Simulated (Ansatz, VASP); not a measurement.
## Two plane-wave programs on Ni

Contents of INCAR:

```
SYSTEM = Ni
PREC = Accurate ; ENCUT = 600
EDIFF = 1E-6 ; ISMEAR = -1
SIGMA = 0.1 ; LREAL = .False.
LASPH = .True. ; NELM = 80
ALGO = Normal ; ISIF = 3
LWAVE = .False. ; LCHARG = .False.
GGA = PS ; IBRION = 2
NSW = 80 ; EDIFFG = -0.01
```

Contents of KPOINTS:

```
Automatic mesh
0
Gamma
  15 15 15
  0 0 0
```

The input POSCAR:

```
Ni
1.0
    0.0000000000      1.7619400000      1.7619400000
    1.7619400000      0.0000000000      1.7619400000
    1.7619400000      1.7619400000      0.0000000000
Ni
1
Direct
    0.0000000000      0.0000000000      0.0000000000
```

Input for Ansatz:

```yaml
crystal:
  lattice:
    - [0.0, 1.76194, 1.76194]
    - [1.76194, 0.0, 1.76194]
    - [1.76194, 1.76194, 0.0]
  atoms:
    - { symbol: Ni, position: [0.0, 0.0, 0.0] }
hamiltonian:
  xc: pbesol
  pseudopotentials:
    kind: paw
    azcp:
      Ni: "pseudopotentials/Ni.paw.azcp"
basis:
  ecutwfc: 420
  fft_grid_basis: typed
kpoints:
  mp_grid: { grid: [15, 15, 15], shift: [0, 0, 0] }
magnetization:
  spin_polarized: false
scf:
  occupations: { method: fermi_dirac, width: 0.1 }
relax:
  max_steps: 60
  f_tol: 0.01
  cell: {}
```

Alike in both runs: task relaxation of cell and atoms; functional PBEsol; k mesh 15 × 15 × 15; occupations fermi-dirac, width 0.1 eV; no spin polarisation.

|  | VASP | Ansatz |
| --- | --- | --- |
| version | VASP 6.6.1 | Ansatz 0.2.0 |
| potentials or method | VASP PAW PBE potentials, release 64 (Ni), cutoff 600 eV | plane waves (420 eV) with PAW, scalar-relativistic |
| valence electrons in the cell | 10 | 18 |

```tsv
	VASP	Ansatz	Ansatz less VASP
relaxed volume (Å³/atom)	10.35	10.35	0.000
relaxed cell length with the largest relative difference (Å)	2.446	2.446	0.0000
```

VASP's potentials were made for PBE, not for PBEsol, and Ansatz warns of the same on its side. VASP's potentials hold 10 valence electrons a cell and Ansatz's 18, so a difference there can come from the potentials and not from the codes.
